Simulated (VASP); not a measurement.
## Ir: single point with PBEsol

Crystal: Ir.

```
CELL_PARAMETERS angstrom
0.00000 1.88598 1.88598
1.88598 0.00000 1.88598
1.88598 1.88598 0.00000
ATOMIC_POSITIONS crystal
Ir 0.00000 0.00000 0.00000
```

```
Program                : VASP 6.6.1
Task                   : single point
Functional             : PBEsol
Potentials or basis    : VASP PAW PBE potentials, release 64 (Ir)
Cutoff                 : 520 eV
k mesh                 : 48 × 48 × 48
Occupations            : gaussian, width 0.1 eV
Spin                   : no spin polarisation
Dipole correction      : no
Further INCAR settings : ALGO = Fast; EDIFF = 1e-06; NBANDS = 10
```

| Property | Result |
| --- | --- |
| Pressure | 20.8 GPa |
| Band gap on the k mesh | zero (an odd number of electrons rules out a gap without spin polarisation) |

Levels at points of the mesh, in eV from the Fermi level:
```csv
k point,band 2,band 3,band 4,band 5,band 6,band 7
"(0.00, 0.00, 0.00)",-4.22,-4.22,-4.22,-1.27,-1.27,14.21
"(0.50, 0.00, 0.00)",-4.33,-4.33,-0.94,1.02,1.02,7.81
"(0.50, 0.50, 0.00)",-7.96,1.00,1.65,1.65,1.66,11.23
```

Run time: 8.3 min on 1 thread of Intel(R) Xeon(R) Platinum 8259CL CPU @ 2.50GHz (Skylake/Cascade Lake), with other jobs on the host, peak memory 0.49 GiB.

Caveat: the cell stands under pressure; the PAW data sets were made with another functional, which shifts forces and pressure a little; spin-orbit coupling is left out, which moves the levels of the heavy elements.
